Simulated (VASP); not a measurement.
The system is Pb.

```
Pb
1.0
     3.43297    0.00000    0.00000
    -1.71648    2.97304    0.00000
     0.00000    0.00000    5.51445
Pb
2
Cartesian
  1.7165 0.9910 4.1358
  0.0000 1.9820 1.3786
```

Program: VASP 6.6.1. Alike in all runs: task single point; no spin polarisation; cell as given; k mesh 9 × 9 × 5; cutoff (eV) 520; smearing fermi-dirac 0.05 eV.

Problem. Order these runs on this cell by their pressure, lowest first.
A. level LDA; potentials or basis VASP PAW LDA potentials, release 64 (Pb_d)
B. level PBEsol; potentials or basis VASP PAW PBE potentials, release 64 (Pb_d)
C. level PBE; potentials or basis VASP PAW PBE potentials, release 64 (Pb_d)

Solution. A (1.7 GPa), B (3.3 GPa), C (6.6 GPa).

Caveats: the PAW data sets were made with another functional, which shifts forces and pressure a little (some runs).
